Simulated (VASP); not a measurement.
# Si (Pm-3m) in VASP: a series of runs, part 2 of 2

VASP 6.6.1. The steps go on from the part before.

## 3. Single point, PBE-based screened hybrid with 25 % exact exchange

This run uses another cell than the first one, of 16.23 Å³/atom.

File POSCAR:

```
Si
1.0
    2.5321100000      0.0000000000      0.0000000000
    0.0000000000      2.5321100000      0.0000000000
    0.0000000000      0.0000000000      2.5321100000
Si
1
Direct
    0.5000000000      0.5000000000      0.5000000000
```

File INCAR.step1:

```
SYSTEM = Si
PREC = Accurate ; ENCUT = 520
EDIFF = 1E-5 ; ISMEAR = -1
SIGMA = 0.05 ; LREAL = .FALSE.
LASPH = .TRUE. ; NELM = 60
ALGO = Normal ; ISIF = 2
LWAVE = .TRUE. ; LCHARG = .FALSE.
GGA = PE ; NBANDS = 8
```

File INCAR.step2:

```
SYSTEM = Si
PREC = Accurate ; ENCUT = 520
EDIFF = 1E-6 ; ISMEAR = -1
SIGMA = 0.05 ; LREAL = .FALSE.
LASPH = .TRUE. ; NELM = 60
ALGO = Normal ; ISIF = 2
LWAVE = .FALSE. ; LCHARG = .FALSE.
GGA = PE ; LHFCALC = .TRUE.
AEXX = 0.25 ; HFSCREEN = 0.3
PRECFOCK = Normal ; ISTART = 1
NBANDS = 8
```

File KPOINTS:

```
Automatic mesh
0
G
  5 5 5
  0 0 0
```

Potentials or basis: VASP PAW PBE potentials, release 64 (Si).

Run with:

```sh
> cat potpaw_PBE.64/Si/POTCAR > POTCAR
> cp INCAR.step1 INCAR
> mpirun -np 1 vasp_std > vasp.out
> cp INCAR.step2 INCAR
> mpirun -np 1 vasp_std > vasp.out
```

OUTCAR:

```text
SYSTEM = Si
   PREC = Accurate
   ENCUT = 520
   EDIFF = 1E-6
   ISMEAR = -1
   LREAL = .FALSE.
   LASPH = .TRUE.
   NELM = 60
   ISIF = 2
   GGA = PE
   LHFCALC = .TRUE.
   AEXX = 0.25
   HFSCREEN = 0.3
   PRECFOCK = Normal
   ISTART = 1

 ion  position               nearest neighbor table
   1  0.500  0.500  0.500-

  LATTYP: Found a simple cubic cell.
 ALAT       =     2.5321100000

  Lattice vectors:

 A1 = (   2.5321100000,   0.0000000000,   0.0000000000)
 A2 = (   0.0000000000,   2.5321100000,   0.0000000000)
 A3 = (   0.0000000000,   0.0000000000,   2.5321100000)

Analysis of symmetry for initial positions (statically):
=====================================================================
 Subroutine PRICEL returns:
 Original cell was already a primitive cell.

 Routine SETGRP: Setting up the symmetry group for a
 simple cubic supercell.

 Subroutine GETGRP returns: Found 48 space group operations
 (whereof 48 operations were pure point group operations)
 out of a pool of 48 trial point group operations.

The static configuration has the point symmetry O_h .

Analysis of symmetry for dynamics (positions and initial velocities):
=====================================================================
 Subroutine PRICEL returns:
 Original cell was already a primitive cell.

 Routine SETGRP: Setting up the symmetry group for a
 simple cubic supercell.

 Subroutine GETGRP returns: Found 48 space group operations
 (whereof 48 operations were pure point group operations)
 out of a pool of 48 trial point group operations.

The dynamic configuration has the point symmetry O_h .

 Subroutine INISYM returns: Found 48 space group operations
 (whereof 48 operations are pure point group operations),
 and found     1 'primitive' translations

[... 104 lines left out ...]
   PRECFOCK=normal    Normal, Fast or Accurate (Low or Medium for compatibility)
   ENCUT4O =  -1.0   cutoff for four orbital integrals eV
   NKREDX  =     1    reduce k-point grid by
   NKREDY  =     1    reduce k-point grid by
   NKREDZ  =     1    reduce k-point grid by
   AEXX    =    0.2500 exact exchange contribution
   HFSCREEN=    0.3000 screening length (either q_TF or 0.3 A-1)
   HFSCREENC=   0.3000 screening length for correlation (either q_TF or 0.3 A-1)
   ENCUTFOCK=  -1.0 apply spherical cutoff to Coloumb kernel
   IVDW    =     0    specifies the selected vdW correction
   LEPSILON=     F    determine dielectric tensor
   LRPA    =     F    only Hartree local field effects (RPA)
 non-spin polarized calculation
  energy-cutoff  :      520.00
  volume of cell :       16.23
 maximum number of plane-waves:       461
 NGX is ok and might be reduce to    20
  NGX = 16; NGY = 16; NGZ = 16

 number of electron       4.0000000 magnetization

 Free energy of the ion-electron system (eV)
  ---------------------------------------------------
  ext. energy  EPLUGINS =         0.00000000
  ---------------------------------------------------
  free energy    TOTEN  =        -5.67232031 eV

  energy without entropy =       -5.66899403  energy(sigma->0) =       -5.67065717

 E-fermi :   7.9065     XC(G=0):  -8.9236

 val. band max:        7.7496791651   @ k =   0.4000   0.4000   0.2000
 cond. band min:       8.5354005396   @ k =   0.4000   0.4000   0.4000
 fundamental gap:      0.7857213746
 Fermi energy:         7.9064510036

 k-point     1 :       0.0000    0.0000    0.0000
  band No.  band energies     occupation
      1      -6.5283      2.00000
      2      16.3354      0.00000
      3      16.3354      0.00000
      4      16.6175      0.00000
      5      16.6175      0.00000
      6      16.6175      0.00000
      7      24.5760      0.00000
      8      34.3259      0.00000
[... 89 lines left out ...]
 k-point    10 :       0.4000    0.4000    0.4000
  band No.  band energies     occupation
      1       4.7510      2.00000
      2       8.5354      0.00001
      3       8.5354      0.00001
      4      12.4350      0.00000
      5      15.3940      0.00000
      6      15.3940      0.00000
      7      16.3491      0.00000
      8      22.5864      0.00000

------------------------ aborting loop because EDIFF is reached ----------------------------------------

  FORCE on cell =-STRESS in cart. coord.  units (eV):
  Direction    XX          YY          ZZ          XY          YZ          ZX
  --------------------------------------------------------------------------------------
  -------------------------------------------------------------------------------------
  Total        0.1463121      0.1463121      0.1463121     -0.0000000      0.0000000      0.0000000
  in kB       14.4391989     14.4391989     14.4391989     -0.0000000      0.0000000      0.0000000
  external PRESSURE =      14.4391989 kB  Pullay stress =       0.0000000 kB

 VOLUME and BASIS-vectors are now :
 -----------------------------------------------------------------------------
  energy-cutoff  :      520.00
  volume of cell :       16.23
      direct lattice vectors                 reciprocal lattice vectors
     2.532110000  0.000000000  0.000000000     0.394927551  0.000000000  0.000000000
     0.000000000  2.532110000  0.000000000     0.000000000  0.394927551  0.000000000
     0.000000000  0.000000000  2.532110000     0.000000000  0.000000000  0.394927551

 POSITION                                       TOTAL-FORCE (eV/Angst)
 -----------------------------------------------------------------------------------
      1.26605      1.26605      1.26605         0.000000      0.000000      0.000000
 -----------------------------------------------------------------------------------
    total drift:                                0.000000     -0.000000      0.000000

  FREE ENERGIE OF THE ION-ELECTRON SYSTEM (eV)
  ---------------------------------------------------
  free  energy   TOTEN  =        -5.6723203061 eV

  energy  without entropy=       -5.6689940288  energy(sigma->0) =       -5.67065717
```

OUTCAR.step1:

```text
SYSTEM = Si
   PREC = Accurate
   ENCUT = 520
   EDIFF = 1E-5
   ISMEAR = -1
   LREAL = .FALSE.
[... 311 lines left out ...]
 -----------------------------------------------------------------------------------
      1.26605      1.26605      1.26605         0.000000      0.000000      0.000000
 -----------------------------------------------------------------------------------
    total drift:                                0.000000     -0.000000     -0.000000

  FREE ENERGIE OF THE ION-ELECTRON SYSTEM (eV)
  ---------------------------------------------------
  free  energy   TOTEN  =        -5.1107692323 eV

  energy  without entropy=       -5.1074411102  energy(sigma->0) =       -5.10910517
```

OSZICAR.step1:

```text
N       E                     dE             d eps       ncg     rms          rms(c)
DAV:   1    -0.117199248500E+01   -0.11720E+01   -0.17668E+03   168   0.399E+02
DAV:   2    -0.508905137284E+01   -0.39171E+01   -0.35971E+01   232   0.344E+01
DAV:   3    -0.511036424418E+01   -0.21313E-01   -0.21313E-01   200   0.294E+00
DAV:   4    -0.511039467119E+01   -0.30427E-04   -0.30428E-04   224   0.125E-01
DAV:   5    -0.511039467534E+01   -0.41453E-08   -0.37842E-08   192   0.120E-03    0.263E+00
DAV:   6    -0.511061449266E+01   -0.21982E-03   -0.63383E-04   176   0.153E-01    0.153E+00
DAV:   7    -0.511073898026E+01   -0.12449E-03   -0.16826E-03   200   0.245E-01    0.128E-01
DAV:   8    -0.511076831359E+01   -0.29333E-04   -0.26241E-05   200   0.363E-02    0.186E-02
DAV:   9    -0.511076923231E+01   -0.91872E-06   -0.40097E-07   128   0.425E-03
   1 F= -.51107692E+01 E0= -.51091052E+01  d E =-.332812E-02
```

Wall time 17 s (1 thread of Intel Xeon 6975P-C (Granite Rapids), shared host); peak memory 0.21 GiB.

What came out:

```yaml
Free_energy: -5.6723 eV
Pressure: 1.4 GPa
Band_gap_on_the_k_mesh: zero (bands 2 and 3 overlap by 9.40 eV)
```

Caveat: the k points lie up to 0.50 Å⁻¹ apart, too coarse for converged energies and pressures of a metal; the PAW data sets were made with another functional, which shifts forces and pressure a little.

## 4. Single point, PBE-based screened hybrid with 25 % exact exchange

File POSCAR:

```
Si
1.0
    2.5458271212      0.0000000000      0.0000000000
    0.0000000000      2.5458271212      0.0000000000
    0.0000000000      0.0000000000      2.5458271212
Si
1
Direct
    0.5000000000      0.5000000000      0.5000000000
```

File INCAR.step1:

```
  ALGO = Normal
  EDIFF = 1E-5
  ENCUT = 520
  GGA = PE
  ISIF = 2
  ISMEAR = -1
  LASPH = True
  LCHARG = False
  LREAL = False
  LWAVE = True
  NBANDS = 8
  NELM = 100
  PREC = Accurate
  SIGMA = 0.05
```

File INCAR.step2:

```
  AEXX = 0.25
  ALGO = Normal
  EDIFF = 1E-7
  ENCUT = 520
  GGA = PE
  HFSCREEN = 0.3
  ISIF = 2
  ISMEAR = -1
  ISTART = 1
  LASPH = True
  LCHARG = False
  LHFCALC = True
  LREAL = False
  LWAVE = False
  NBANDS = 8
  NELM = 100
  PREC = Accurate
  PRECFOCK = Normal
  SIGMA = 0.05
```

File KPOINTS:

```
k-points
0
Gamma
  5 5 5
```

Run with:

```sh
> cat potpaw_PBE.64/Si/POTCAR > POTCAR
> cp INCAR.step1 INCAR
> mpirun -np 1 vasp_std > vasp.out
> cp INCAR.step2 INCAR
> mpirun -np 1 vasp_std > vasp.out
```

It took 16 s on 1 thread of Intel Xeon 6975P-C (Granite Rapids), shared host; peak memory 0.21 GiB.

The run converged. Its results:

```yaml
Free_energy: -5.6733 eV
Pressure: -0.2 GPa
Band_gap_on_the_k_mesh: zero (bands 2 and 3 overlap by 9.39 eV)
```

Levels at points of the mesh, in eV from the Fermi level:
```csv
k point,band 1,band 2,band 3,band 4
"(0.00, 0.00, 0.00)",-14.28,8.43,8.43,8.61
```

Caveat: the k points lie up to 0.49 Å⁻¹ apart, too coarse for converged energies and pressures of a metal; the PAW data sets were made with another functional, which shifts forces and pressure a little.

## 5. Overview

```csv
level,cell,screening parameter,gap on the mesh (eV),pressure (GPa)
HSE06,"a = 2.544 Å, 1 atom",0.2079 1/Å,none,-0.3
PBE-based screened hybrid with 25 % exact exchange,"a = 2.532 Å, 1 atom",0.3 1/Å,none,1.4
PBE-based screened hybrid with 25 % exact exchange,"a = 2.546 Å, 1 atom",0.3 1/Å,none,-0.2
```

Alike in all rows: task single point; potentials or basis VASP PAW PBE potentials, release 64 (Si); no spin polarisation; k mesh 5 × 5 × 5; cutoff (eV) 520; smearing fermi-dirac 0.05 eV.

Caveats: all runs use coarse meshes; the PAW data sets were made with another functional, which shifts forces and pressure a little.

Absolute energies hang on the potentials; compare differences alone.
